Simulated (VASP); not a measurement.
# GaN (P6_3mc) in VASP: further runs, part 2 of 2

VASP 6.6.1.

## Step 3: Single point, LDA, non-collinear spin, zero start, spin-orbit coupling

This run uses another cell than the first one, of 11.05 Å³/atom.

Input file INCAR:

```
PREC = Accurate ; ENCUT = 910
EDIFF = 1E-6 ; ISMEAR = 0
SIGMA = 0.01 ; LREAL = False
LASPH = True ; NELM = 200
ALGO = Normal ; ISIF = 2
LWAVE = False ; LCHARG = False
MAGMOM = 0 0 0 0 0 0 0 0 0 0 0 0 ; LORBIT = 11
LSORBIT = True ; GGA_COMPAT = False
LORBMOM = True ; NBANDS = 50
```

Input file KPOINTS:

```
regular mesh
0
Gamma
  8 8 4
```

Input file POSCAR:

```
GaN
1.0
    3.1518145673      0.0000000000      0.0000000000
   -1.5759072837      2.7295514833      0.0000000000
    0.0000000000      0.0000000000      5.1383977362
Ga N
2 2
Direct
    0.3333333333      0.6666666667     -0.0007042255
    0.6666666667      0.3333333333      0.4992957745
    0.3333333333      0.6666666667      0.3757042255
    0.6666666667      0.3333333333      0.8757042255
```

Potentials or basis: VASP PAW LDA potentials, release 64 (Ga_d, N_h).

Launch:

```bash
cat potpaw_LDA.64/Ga_d/POTCAR potpaw_LDA.64/N_h/POTCAR > POTCAR
mpirun -np 1 vasp_ncl > vasp.out
```

OUTCAR:

```text
PREC = Accurate
   ENCUT = 910
   EDIFF = 1E-6
   ISMEAR = 0
   LREAL = False
   LASPH = True
   NELM = 200
   ISIF = 2
   LORBIT = 11
   LSORBIT = True

 ion  position               nearest neighbor table
   1  0.333  0.667  0.999-   4 1.93   4 1.93   4 1.93   3 1.93
   2  0.667  0.333  0.499-   3 1.93   3 1.93   3 1.93   4 1.93
   3  0.333  0.667  0.376-   2 1.93   2 1.93   2 1.93   1 1.93
   4  0.667  0.333  0.876-   1 1.93   1 1.93   1 1.93   2 1.93

  LATTYP: Found a hexagonal cell.
 ALAT       =     3.1518145673
 C/A-ratio  =     1.6302982382

  Lattice vectors:

 A1 = (   3.1518145673,   0.0000000000,   0.0000000000)
 A2 = (  -1.5759072837,   2.7295514833,   0.0000000000)
 A3 = (   0.0000000000,   0.0000000000,   5.1383977362)

Analysis of symmetry for initial positions (statically):
=====================================================================
 Subroutine PRICEL returns:
 Original cell was already a primitive cell.

 Routine SETGRP: Setting up the symmetry group for a
 hexagonal supercell.

 Subroutine GETGRP returns: Found 12 space group operations
 (whereof  6 operations were pure point group operations)
 out of a pool of 24 trial point group operations.

The static configuration has the point symmetry C_3v.
 The point group associated with its full space group is C_6v.

Analysis of symmetry for dynamics (positions and initial velocities):
=====================================================================
 Subroutine PRICEL returns:
 Original cell was already a primitive cell.

 Routine SETGRP: Setting up the symmetry group for a
 hexagonal supercell.

 Subroutine GETGRP returns: Found 12 space group operations
 (whereof  6 operations were pure point group operations)
 out of a pool of 24 trial point group operations.

The dynamic configuration has the point symmetry C_3v.
 The point group associated with its full space group is C_6v.

Analysis of structural, dynamic, and magnetic symmetry:
=====================================================================
 Subroutine PRICEL returns:
 Original cell was already a primitive cell.

 Routine SETGRP: Setting up the symmetry group for a
 hexagonal supercell.

 Subroutine GETGRP returns: Found 12 space group operations
 (whereof  6 operations were pure point group operations)
 out of a pool of 24 trial point group operations.

The overall configuration has the point symmetry C_3v.
 The point group associated with its full space group is C_6v.

 Subroutine INISYM returns: Found 12 space group operations
 (whereof  6 operations are pure point group operations),
 and found     1 'primitive' translations

----------------------------------------------------------------------------------------

                                     Primitive cell

  volume of cell :      44.2058

[... 1381 lines left out ...]

  FORCE on cell =-STRESS in cart. coord.  units (eV):
  Direction    XX          YY          ZZ          XY          YZ          ZX
  --------------------------------------------------------------------------------------
  -------------------------------------------------------------------------------------
  Total        0.2430525      0.2430525      0.2374362     -0.0000000      0.0000000      0.0000000
  in kB        8.8090880      8.8090880      8.6055340     -0.0000000      0.0000000      0.0000000
  external PRESSURE =       8.7412367 kB  Pullay stress =       0.0000000 kB

 VOLUME and BASIS-vectors are now :
 -----------------------------------------------------------------------------
  energy-cutoff  :      910.00
  volume of cell :       44.21
      direct lattice vectors                 reciprocal lattice vectors
     3.151814567  0.000000000  0.000000000     0.317277549  0.183180278  0.000000000
    -1.575907284  2.729551483  0.000000000     0.000000000  0.366360556  0.000000000
     0.000000000  0.000000000  5.138397736     0.000000000  0.000000000  0.194613195

 POSITION                                       TOTAL-FORCE (eV/Angst)
 -----------------------------------------------------------------------------------
     -0.00000      1.81970      5.13478         0.000000     -0.000000      0.001503
      1.57591      0.90985      2.56558        -0.000000      0.000000      0.001503
     -0.00000      1.81970      1.93052        -0.000000     -0.000000     -0.001503
      1.57591      0.90985      4.49972         0.000000      0.000000     -0.001503
 -----------------------------------------------------------------------------------
    total drift:                               -0.000000      0.000000     -0.000266

  FREE ENERGIE OF THE ION-ELECTRON SYSTEM (eV)
  ---------------------------------------------------
  free  energy   TOTEN  =       -27.9258428386 eV

  energy  without entropy=      -27.9258428386  energy(sigma->0) =      -27.92584284

 orbital moment (x)

 # of ion     p       d       tot
 ----------------------------------------
  1        -0.000   0.000   0.000
  2         0.000  -0.000  -0.000
  3         0.000   0.000   0.000
  4        -0.000   0.000  -0.000
 ----------------------------------------
           -0.000  -0.000  -0.000

 orbital moment (y)

 # of ion     p       d       tot
 ----------------------------------------
  1         0.000  -0.000  -0.000
  2        -0.000   0.000   0.000
  3        -0.000   0.000  -0.000
  4         0.000   0.000   0.000
 ----------------------------------------
           -0.000   0.000  -0.000

 orbital moment (z)

 # of ion     p       d       tot
 ----------------------------------------
  1        -0.000  -0.000  -0.000
  2         0.000   0.000   0.000
  3        -0.000   0.000  -0.000
  4        -0.000   0.000  -0.000
 ----------------------------------------
            0.000   0.000   0.000

 Spin-Orbit-Coupling matrix elements

 Ion:    1  E_soc:     -0.0114355
 l=   1
     0.0000000    -0.0010605    -0.0010668
    -0.0010605     0.0000000    -0.0010605
    -0.0010668    -0.0010605     0.0000000
 l=   2
     0.0000000    -0.0001668     0.0000000    -0.0001668    -0.0006805
    -0.0001668     0.0000000    -0.0005092    -0.0001638    -0.0001668
     0.0000000    -0.0005092     0.0000000    -0.0005092     0.0000000
    -0.0001668    -0.0001638    -0.0005092     0.0000000    -0.0001668
    -0.0006805    -0.0001668     0.0000000    -0.0001668     0.0000000
 l=   3
     0.0000000     0.0000000     0.0000000     0.0000000     0.0000000     0.0000000     0.0000000
     0.0000000     0.0000000     0.0000000     0.0000000     0.0000000     0.0000000     0.0000000
     0.0000000     0.0000000     0.0000000     0.0000000     0.0000000     0.0000000     0.0000000
     0.0000000     0.0000000     0.0000000     0.0000000     0.0000000     0.0000000     0.0000000
[... 49 lines left out ...]
 l=   2
     0.0000000     0.0000000     0.0000000     0.0000000     0.0000000
     0.0000000     0.0000000     0.0000000     0.0000000     0.0000000
     0.0000000     0.0000000     0.0000000     0.0000000     0.0000000
     0.0000000     0.0000000     0.0000000     0.0000000     0.0000000
     0.0000000     0.0000000     0.0000000     0.0000000     0.0000000
 l=   3
     0.0000000     0.0000000     0.0000000     0.0000000     0.0000000     0.0000000     0.0000000
     0.0000000     0.0000000     0.0000000     0.0000000     0.0000000     0.0000000     0.0000000
     0.0000000     0.0000000     0.0000000     0.0000000     0.0000000     0.0000000     0.0000000
     0.0000000     0.0000000     0.0000000     0.0000000     0.0000000     0.0000000     0.0000000
     0.0000000     0.0000000     0.0000000     0.0000000     0.0000000     0.0000000     0.0000000
     0.0000000     0.0000000     0.0000000     0.0000000     0.0000000     0.0000000     0.0000000
     0.0000000     0.0000000     0.0000000     0.0000000     0.0000000     0.0000000     0.0000000

 total charge

# of ion       s       p       d       tot
------------------------------------------
    1        0.802   0.949  10.199  11.950
    2        0.802   0.949  10.199  11.950
    3        0.699   1.519   0.000   2.218
    4        0.699   1.519   0.000   2.218
--------------------------------------------------
tot          3.003   4.937  20.398  28.337

 magnetization (x)

# of ion       s       p       d       tot
------------------------------------------
    1        0.000  -0.000  -0.000  -0.000
    2        0.000   0.000   0.000   0.000
    3        0.000   0.000   0.000   0.000
    4        0.000   0.000   0.000   0.000
--------------------------------------------------
tot          0.000   0.000   0.000   0.000

 magnetization (y)

# of ion       s       p       d       tot
------------------------------------------
    1        0.000   0.000   0.000   0.000
    2        0.000   0.000   0.000   0.000
    3        0.000   0.000   0.000   0.000
    4        0.000   0.000   0.000   0.000
--------------------------------------------------
tot          0.000   0.000   0.000   0.000

 magnetization (z)

# of ion       s       p       d       tot
------------------------------------------
    1       -0.000   0.000   0.000   0.000
    2        0.000   0.000  -0.000   0.000
    3        0.000   0.000   0.000   0.000
    4        0.000  -0.000   0.000  -0.000
--------------------------------------------------
tot          0.000   0.000   0.000   0.000
```

It took 7.5 min on 1 thread of Intel Xeon Platinum 8488C (Sapphire Rapids), shared host; peak memory 0.49 GiB.

Results:

| Property | Result |
| --- | --- |
| Free energy | -27.9258 eV |
| Pressure | 0.9 GPa |
| Net moment | 0.00 μB per cell |
| Valence electrons inside the program's atomic spheres | Ga 11.95; N 2.22 |

Moments on the atoms (μB; x, y, z):
```
Ga  0.00 0.00 0.00
Ga  0.00 0.00 0.00
N   0.00 0.00 0.00
N   0.00 0.00 0.00
```

Caveat: the cutoff is under 1.25 times the usual one of these potentials, so pressure, stress and relaxed cells hold a basis-set (Pulay) error.

## Step 4: Single point, LDA

This run uses another cell than the first one, of 11.05 Å³/atom.

Input file INCAR:

```
SYSTEM = GaN
ALGO = Normal ; EDIFF = 1E-6
ENCUT = 910 ; GGA_COMPAT = .False.
ISIF = 2 ; ISMEAR = 0
LASPH = .True. ; LCHARG = .False.
LREAL = .False. ; LWAVE = .False.
NBANDS = 26 ; NELM = 120
PREC = Accurate ; SIGMA = 0.01
```

Input file KPOINTS:

```
k-points
0
Gamma
  8 8 4
  0 0 0
```

POSCAR is that of step 3.

Launch:

```bash
cat potpaw_LDA.64/Ga_d/POTCAR potpaw_LDA.64/N_h/POTCAR > POTCAR
mpirun -np 1 vasp_std > vasp.out
```

It took 89 s on 1 thread of AMD EPYC 7R43 (Zen 3), shared host; peak memory 0.18 GiB.

The run converged. Its results:

```
Free energy            : -27.9143 eV
Pressure               : 1.2 GPa
Band gap on the k mesh : 2.15 eV
```

Levels at points of the mesh, in eV from the valence-band top:
| k point | band 14 | band 15 | band 16 | band 17 | band 18 | band 19 | band 20 | band 21 | band 22 | band 23 |
| --- | --- | --- | --- | --- | --- | --- | --- | --- | --- | --- |
| (0.00, 0.00, 0.00) | -1.08 | -1.08 | -0.05 | 0.00 | 0.00 | 2.15 | 4.39 | 9.22 | 9.90 | 9.90 |
| (0.50, 0.00, 0.00) | -5.46 | -4.41 | -2.88 | -2.34 | -1.05 | 5.00 | 5.66 | 6.00 | 8.72 | 10.41 |
| (0.00, 0.00, 0.50) | -3.92 | -0.56 | -0.56 | -0.56 | -0.56 | 4.41 | 4.41 | 8.47 | 8.47 | 10.43 |
| (0.50, 0.00, 0.50) | -6.85 | -2.04 | -2.04 | -1.99 | -1.99 | 4.39 | 4.39 | 7.81 | 7.81 | 10.00 |

Caveat: the cutoff is under 1.25 times the usual one of these potentials, so pressure, stress and relaxed cells hold a basis-set (Pulay) error.

## Step 5: Overview

```csv
task,potentials or basis,spin,cell,cutoff (eV),gap on the mesh (eV),pressure (GPa)
relaxation of the atoms,"VASP PAW LDA potentials, release 64 (Ga_d, N)",off,"atoms relaxed from a = 3.168, b = 3.168, c = 5.164 Å, angles 90.0, 90.0, 120.0°, 4 atoms",520,2.04,-1.9
single point,"VASP PAW LDA potentials, release 64 (Ga_d, N_h)","non-collinear, zero start, SOC","a = 3.152, b = 3.152, c = 5.138 Å, angles 90.0, 90.0, 120.0°, 4 atoms",910,-,0.9
single point,"VASP PAW LDA potentials, release 64 (Ga_d, N_h)",off,"a = 3.152, b = 3.152, c = 5.138 Å, angles 90.0, 90.0, 120.0°, 4 atoms",910,2.15,1.2
```

Alike in all rows: level LDA; k mesh 8 × 8 × 4; smearing gaussian 0.01 eV.

Caveats: the cutoff is under 1.25 times the usual one of these potentials, so pressure, stress and relaxed cells hold a basis-set (Pulay) error (at least some runs); the relaxation stopped at its first step, so nothing moved (at least some runs).

Total energies depend on the potentials used, so only differences within one code and one set of settings carry meaning.
